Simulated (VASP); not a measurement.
A run of VASP 6.6.1:

File INCAR:

```
SYSTEM = N
ALGO = Normal ; EDIFF = 1E-6
ENCUT = 520 ; GGA = CA
ISIF = 2 ; ISMEAR = 0
LASPH = .True. ; LCHARG = .False.
LREAL = .False. ; LWAVE = .False.
NBANDS = 18 ; NELM = 100
PREC = Accurate ; SIGMA = 0.01
```

File KPOINTS:

```
k-points
0
Gamma
  6 6 6
  0 0 0
```

File POSCAR:

```
N
1.0
    3.9609740433      0.0000000000      0.0000000000
    0.0000000000      3.9609740433      0.0000000000
    0.0000000000      0.0000000000      5.1331803146
N
4
Direct
    0.9024068167      0.9024068167      0.0000000000
    0.5975931833      0.4024068167      0.5000000000
    0.0975931833      0.0975931833      0.0000000000
    0.4024068167      0.5975931833      0.5000000000
```

Potentials or basis: VASP PAW LDA potentials, release 64 (N).

Run with:

```sh
$ cat potpaw_LDA.64/N/POTCAR > POTCAR
$ mpirun -np 1 vasp_std > vasp.out
```

Hardware: 1 thread of Intel(R) Xeon(R) 6975P-C (Granite Rapids) (shared host).

Task: How long does it take, and how much memory?

Result: Wall time 14 s on 1 thread of Intel(R) Xeon(R) 6975P-C (Granite Rapids), with other jobs on the host, peak memory 0.17 GiB. Counts: scf iterations 12, k points 40.
